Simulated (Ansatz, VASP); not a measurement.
## PbO: VASP beside Ansatz

```
Pb O
1.0
     0.00000    2.58878    2.58878
     2.58878    0.00000    2.58878
     2.58878    2.58878    0.00000
Pb O
1 1
Direct
  0.49614 0.50386 0.50386
  0.00000 0.00000 0.00000
```

Alike in both runs: task single point; functional PBEsol; k mesh 10 × 10 × 10; occupations gaussian, width 0.05 eV; no spin polarisation.

```csv
,VASP,Ansatz
version,VASP 6.6.1,Ansatz 0.2.0
potentials or method,"VASP PAW PBE potentials, release 64 (Pb_d, O), cutoff 520 eV","scalar-relativistic, plane waves, PAW"
valence electrons in the cell,20,20
```

VASP gave:

- gap on the k mesh at the Fermi level (eV): 0.60
- least direct gap on the mesh (eV): 0.73
- pressure (GPa): -0.1
- rms of the force components (eV/Å): 0.009

Estimate Ansatz's values.

gap on the k mesh at the Fermi level (eV): 0.60; least direct gap on the mesh (eV): 0.73; pressure (GPa): 0.0; rms of the force components (eV/Å): 0.009.

VASP's potentials were made for PBE, not for PBEsol. Atom by atom the forces differ by 0.000 eV/Å (rms over components).

Neither program's run includes spin-orbit coupling.
